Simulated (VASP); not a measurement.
# Pb: single point with PBEsol-based screened hybrid with 25 % exact exchange

Pb:

```
Pb
1.0
    -1.97966    1.97966    1.97966
     1.97966   -1.97966    1.97966
     1.97966    1.97966   -1.97966
Pb
1
Direct
  0.00000 0.00000 0.00000
```

This isn't the form of Pb at room conditions, which is fcc.

```
Program             : VASP 6.6.1
Task                : single point
Functional          : PBEsol-based screened hybrid with 25 % exact exchange
Potentials or basis : VASP PAW PBE potentials, release 64 (Pb_d)
Cutoff              : 520 eV
k mesh              : 5 × 5 × 5
Occupations         : fermi-dirac, width 0.05 eV
Spin                : no spin polarisation
```

```
Pressure               : -0.2 GPa
Band gap on the k mesh : zero (bands 7 and 8 overlap by 10.03 eV)
```

Levels at points of the mesh, in eV from the Fermi level:
```
           k point  band 5  band 6  band 7  band 8  band 9  band 10
(0.00, 0.00, 0.00)  -18.89  -13.10    8.02    8.02    8.02    11.66
```

Run time: 5.2 min on 1 thread of Intel(R) Xeon(R) Platinum 8375C CPU @ 2.90GHz (Ice Lake), on a shared host, peak memory 0.26 GiB.

Caveat: the k points lie up to 0.45 Å⁻¹ apart, too coarse for converged energies and pressures of a metal; the PAW data sets were made with another functional, which shifts forces and pressure a little; spin-orbit coupling is left out, which moves the levels of the heavy elements.
